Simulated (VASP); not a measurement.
A run of VASP 6.6.1 is set up as follows.

Contents of INCAR:

```
PREC = Accurate
ENCUT = 520
EDIFF = 1E-6
ISMEAR = 0
SIGMA = 0.05
LREAL = False
LASPH = True
NELM = 100
ALGO = Normal
ISIF = 2
LWAVE = False
LCHARG = True
GGA = PE
LELF = True
LVHAR = True
NBANDS = 18
```

The input KPOINTS:

```
Automatic mesh
0
Gamma
  10 10 10
```

The input POSCAR:

```
BiS
1.0
    3.5798271504      0.0000000000      0.0000000000
    0.0000000000      3.5798271504      0.0000000000
    0.0000000000      0.0000000000      3.5798271504
Bi S
1 1
Direct
    0.0000000000      0.0000000000      0.0000000000
    0.5000000000      0.5000000000      0.5000000000
```

Potentials or basis: VASP PAW PBE potentials, release 64 (Bi_d, S).

Command:

```sh
$ cat potpaw_PBE.64/Bi_d/POTCAR potpaw_PBE.64/S/POTCAR > POTCAR
$ mpirun -np 1 vasp_std > vasp.out
```

(1) Predict the pressure.

Answers

(1) -0.1 GPa.
